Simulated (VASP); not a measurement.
# Si2Mo (P6_222) in VASP: relaxation of shape and atoms at fixed volume with PBE

Aim: the relaxation of shape and atoms at fixed volume of Si2Mo with PBE.

All numbers are computed with VASP 6.6.1; they aren't measurements. Logs are shortened: lines on timing, memory, paths and dates and some standing lists are left out, and cuts for length are marked.

**1. The cell of the first run**

Symmetry: P6_222, No. 180, hexagonal system. Conventional cell: a = 4.566 Å, b = 4.566 Å, c = 6.543 Å, α = 90.00°, β = 90.00°, γ = 120.00°. Si (site symmetry 2) has 9 Si at 2.54 to 3.18 Å and 5 Mo at 2.55 to 2.66 Å within 3.3 Å. Mo (site symmetry 222) has 10 Si at 2.55 to 2.66 Å and 4 Mo at 3.16 Å within 3.4 Å.

**2. Relaxation of shape and atoms at fixed volume, PBE (13.13 Å³/atom)**

INCAR reads:

```
  PREC = Accurate
  ENCUT = 600
  EDIFF = 1E-6
  ISMEAR = 0
  SIGMA = 0.01
  LREAL = F
  LASPH = T
  NELM = 80
  ALGO = Normal
  ISIF = 4
  LWAVE = F
  LCHARG = F
  GGA = PE
  IBRION = 2
  NSW = 50
  EDIFFG = -0.01
```

KPOINTS reads:

```
Automatic mesh
0
Gamma
  12 12 6
```

POSCAR reads:

```
Si2Mo
1.0
    4.5664244307      0.0000000000      0.0000000000
   -2.2832122154      3.9546395614      0.0000000000
    0.0000000000      0.0000000000      6.5426996733
Si Mo
6 3
Direct
    0.1639790379      0.8360209621      0.8333333333
    0.3279580758      0.1639790379      0.1666666667
    0.8360209621      0.6720419242      0.5000000000
    0.8360209621      0.1639790379      0.8333333333
    0.6720419242      0.8360209621      0.1666666667
    0.1639790379      0.3279580758      0.5000000000
    0.5000000000      0.0000000000      0.5000000000
    0.0000000000      0.5000000000      0.1666666667
    0.5000000000      0.5000000000      0.8333333333
```

Potentials or basis: VASP PAW PBE potentials, release 64 (Si, Mo_sv).

Command:

```console
> cat potpaw_PBE.64/Si/POTCAR potpaw_PBE.64/Mo_sv/POTCAR > POTCAR
> mpirun -np 1 vasp_std > vasp.out
```

OUTCAR:

```text
PREC = Accurate
   ENCUT = 600
   EDIFF = 1E-6
   ISMEAR = 0
   LREAL = F
   LASPH = T
   NELM = 80
   ISIF = 4
   GGA = PE
   IBRION = 2
   NSW = 50
   EDIFFG = -0.01

 ion  position               nearest neighbor table
   1  0.164  0.836  0.833-   3 2.54   2 2.54   7 2.55   8 2.55   4 2.59   9 2.63   9 2.63   9 2.66
                             4 2.66   4 2.66   6 3.13   5 3.13
   2  0.328  0.164  0.167-   6 2.54   1 2.54   7 2.55   9 2.55   5 2.59   8 2.63   8 2.63   8 2.66
                             5 2.66   5 2.66   3 3.13   4 3.13
   3  0.836  0.672  0.500-   1 2.54   5 2.54   9 2.55   8 2.55   6 2.59   7 2.63   7 2.63   7 2.66
                             6 2.66   6 2.66   2 3.13   4 3.13
   4  0.836  0.164  0.833-   6 2.54   5 2.54   7 2.55   8 2.55   1 2.59   9 2.63   9 2.63   9 2.66
                             1 2.66   1 2.66   3 3.13   2 3.13
   5  0.672  0.836  0.167-   3 2.54   4 2.54   7 2.55   9 2.55   2 2.59   8 2.63   8 2.63   8 2.66
                             2 2.66   2 2.66   6 3.13   1 3.13
   6  0.164  0.328  0.500-   4 2.54   2 2.54   9 2.55   8 2.55   3 2.59   7 2.63   7 2.63   7 2.66
                             3 2.66   3 2.66   5 3.13   1 3.13
   7  0.500  0.000  0.500-   1 2.55   4 2.55   2 2.55   5 2.55   6 2.63   3 2.63   6 2.63   3 2.63
                             6 2.66   3 2.66   8 3.16   8 3.16   9 3.16   9 3.16
   8  0.000  0.500  0.167-   3 2.55   6 2.55   4 2.55   1 2.55   2 2.63   5 2.63   2 2.63   5 2.63
                             5 2.66   2 2.66   7 3.16   7 3.16   9 3.16   9 3.16
   9  0.500  0.500  0.833-   3 2.55   6 2.55   5 2.55   2 2.55   4 2.63   1 2.63   1 2.63   4 2.63
                             1 2.66   4 2.66   7 3.16   7 3.16   8 3.16   8 3.16

  LATTYP: Found a hexagonal cell.
 ALAT       =     4.5664244307
 C/A-ratio  =     1.4327839588

  Lattice vectors:

 A1 = (   4.5664244307,   0.0000000000,   0.0000000000)
 A2 = (  -2.2832122154,   3.9546395614,   0.0000000000)
 A3 = (   0.0000000000,   0.0000000000,   6.5426996733)

Analysis of symmetry for initial positions (statically):
=====================================================================
 Subroutine PRICEL returns:
 Original cell was already a primitive cell.

 Routine SETGRP: Setting up the symmetry group for a
 hexagonal supercell.

 Subroutine GETGRP returns: Found 12 space group operations
 (whereof  4 operations were pure point group operations)
[... 204 lines left out ...]
     -1.16002      3.30616      5.45225        -0.014029      0.008100      0.000000
      1.12320      0.64848      1.09045        -0.014029     -0.008100      0.000000
      2.28321      2.65768      3.27135        -0.000000      0.016200      0.000000
      3.44323      0.64848      5.45225         0.014029     -0.008100      0.000000
      1.16002      3.30616      1.09045         0.014029      0.008100     -0.000000
     -0.00000      1.29696      3.27135         0.000000     -0.016200      0.000000
      2.28321      0.00000      3.27135         0.000000     -0.000000      0.000000
     -1.14161      1.97732      1.09045         0.000000     -0.000000     -0.000000
      1.14161      1.97732      5.45225         0.000000      0.000000      0.000000
 -----------------------------------------------------------------------------------
    total drift:                                0.000000     -0.000000      0.000001

  FREE ENERGIE OF THE ION-ELECTRON SYSTEM (eV)
  ---------------------------------------------------
  free  energy   TOTEN  =       -69.4605132640 eV

  energy  without entropy=      -69.4605126678  energy(sigma->0) =      -69.46051297

--------------------------------------- Ionic step        2  -------------------------------------------

 number of electron      65.9999990 magnetization

 Free energy of the ion-electron system (eV)
  ---------------------------------------------------
  ext. energy  EPLUGINS =         0.00000000
  ---------------------------------------------------
  free energy    TOTEN  =       -69.46082247 eV

  energy without entropy =      -69.46082219  energy(sigma->0) =      -69.46082233

 E-fermi :  13.1570     XC(G=0): -12.5266

 val. band max:       13.1348260939   @ k =   0.5000  -0.0000   0.5000
 cond. band min:      13.1792432187   @ k =   0.5000  -0.0000   0.0000
 fundamental gap:      0.0444171247
 Fermi energy:        13.1570346550

 k-point     1 :       0.0000    0.0000    0.0000
  band No.  band energies     occupation
      1     -48.0004      2.00000
      2     -47.9679      2.00000
      3     -47.9679      2.00000
      4     -22.2579      2.00000
      5     -22.2547      2.00000
      6     -22.2547      2.00000
[... 997 lines left out ...]
     38      14.5766      0.00000
     39      15.2593      0.00000

 [... further k-points ...]

------------------------ aborting loop because EDIFF is reached ----------------------------------------

  FORCE on cell =-STRESS in cart. coord.  units (eV):
  Direction    XX          YY          ZZ          XY          YZ          ZX
  --------------------------------------------------------------------------------------
  -------------------------------------------------------------------------------------
  Total        5.0913088      5.0913088      4.9771001     -0.0000000      0.0000000     -0.0000000
  in kB       69.0398522     69.0398522     67.4911441     -0.0000000      0.0000000     -0.0000000
  external PRESSURE =      68.5236162 kB  Pullay stress =       0.0000000 kB

 VOLUME and BASIS-vectors are now :
 -----------------------------------------------------------------------------
  energy-cutoff  :      600.00
  volume of cell :      118.15
      direct lattice vectors                 reciprocal lattice vectors
     4.562780463 -0.000000000  0.000000000     0.219164610  0.126534746  0.000000000
    -2.281390232  3.951483793  0.000000000     0.000000000  0.253069493  0.000000000
     0.000000000  0.000000000  6.553154223    -0.000000000 -0.000000000  0.152598270

 POSITION                                       TOTAL-FORCE (eV/Angst)
 -----------------------------------------------------------------------------------
     -1.15977      3.30391      5.46096         0.000668     -0.000385     -0.000000
      1.12162      0.64757      1.09219         0.000668      0.000385      0.000000
      2.28139      2.65634      3.27658         0.000000     -0.000771     -0.000000
      3.44116      0.64757      5.46096        -0.000668      0.000385      0.000000
      1.15977      3.30391      1.09219        -0.000668     -0.000385     -0.000000
     -0.00000      1.29514      3.27658        -0.000000      0.000771      0.000000
     -0.00000      3.95148      3.27658        -0.000000      0.000000     -0.000000
     -1.14070      1.97574      1.09219        -0.000000      0.000000      0.000000
      1.14070      1.97574      5.46096        -0.000000      0.000000      0.000000
 -----------------------------------------------------------------------------------
    total drift:                                0.000000     -0.000000      0.000001

  FREE ENERGIE OF THE ION-ELECTRON SYSTEM (eV)
  ---------------------------------------------------
  free  energy   TOTEN  =       -69.4608224690 eV

  energy  without entropy=      -69.4608221865  energy(sigma->0) =      -69.46082233

 reached required accuracy - stopping structural energy minimisation
```

CONTCAR:

```text
Si2Mo
   1.00000000000000
     4.5627804629830511   -0.0000000000015278    0.0000000000000000
    -2.2813902315428085    3.9514837927848090    0.0000000000000000
     0.0000000000000000    0.0000000000000000    6.5531542225831778
  Si              Mo
     6     3
Direct
     0.1638802268636582    0.8361197731363418    0.8333333332999970
     0.3277604537273164    0.1638802268636582    0.1666666667000030
     0.8361197731363418    0.6722395462726836    0.5000000000000000
     0.8361197731363418    0.1638802268636582    0.8333333332999970
     0.6722395462726836    0.8361197731363418    0.1666666667000030
     0.1638802268636582    0.3277604537273164    0.5000000000000000
     0.5000000000000000    1.0000000000000000    0.5000000000000000
     0.0000000000000000    0.5000000000000000    0.1666666667000030
     0.5000000000000000    0.5000000000000000    0.8333333332999970

  0.00000000E+00  0.00000000E+00  0.00000000E+00
  0.00000000E+00  0.00000000E+00  0.00000000E+00
  0.00000000E+00  0.00000000E+00  0.00000000E+00
  0.00000000E+00  0.00000000E+00  0.00000000E+00
  0.00000000E+00  0.00000000E+00  0.00000000E+00
  0.00000000E+00  0.00000000E+00  0.00000000E+00
  0.00000000E+00  0.00000000E+00  0.00000000E+00
  0.00000000E+00  0.00000000E+00  0.00000000E+00
  0.00000000E+00  0.00000000E+00  0.00000000E+00
```

Wall time 15 min (1 thread of Oxide Virtual Turin-like, shared host); peak memory 0.43 GiB.

Results:

| Quantity | Value |
| --- | --- |
| Free energy | -69.4608 eV |
| Energy gained by relaxing | 0.0 meV/atom |
| Ionic steps | 2 |
| Pressure after relaxing | 6.9 GPa |
| Band gap on the k mesh | 0.04 eV (least direct gap 0.55 eV) |

Step by step:
```tsv
step	energy change (eV)	largest force (eV/Å)	pressure (GPa)	volume (Å³)
1	0.0000	0.0162	6.90	118.15
2	-0.0003	0.0008	6.85	118.15
```

Final structure:
```cif
data_structure
_symmetry_space_group_name_H-M 'P 1'
_symmetry_Int_Tables_number 1
_cell_length_a 4.5628
_cell_length_b 4.5628
_cell_length_c 6.5532
_cell_angle_alpha 90.000
_cell_angle_beta 90.000
_cell_angle_gamma 120.000
_cell_volume 118.15
loop_
_atom_site_label
_atom_site_type_symbol
_atom_site_fract_x
_atom_site_fract_y
_atom_site_fract_z
_atom_site_occupancy
Si1 Si 0.16388 0.83612 0.83333 1
Si2 Si 0.32776 0.16388 0.16667 1
Si3 Si 0.83612 0.67224 0.50000 1
Si4 Si 0.83612 0.16388 0.83333 1
Si5 Si 0.67224 0.83612 0.16667 1
Si6 Si 0.16388 0.32776 0.50000 1
Mo1 Mo 0.50000 0.00000 0.50000 1
Mo2 Mo 0.00000 0.50000 0.16667 1
Mo3 Mo 0.50000 0.50000 0.83333 1
```

Levels at points of the mesh, in eV from the valence-band top:
```
           k point  band 30  band 31  band 32  band 33  band 34  band 35  band 36  band 37
(0.00, 0.00, 0.00)    -3.06    -2.77    -2.11    -0.85     2.03     2.40     2.40     2.53
(0.50, 0.00, 0.00)    -2.20    -1.62    -1.08    -0.67     0.04     0.71     0.87     1.32
(0.00, 0.00, 0.50)    -2.33    -2.10    -0.76    -0.76     1.89     2.33     2.34     2.34
(0.50, 0.00, 0.50)    -2.72    -2.01    -1.27     0.00     0.55     1.11     1.36     1.36
```

A k mesh can miss the band edges.
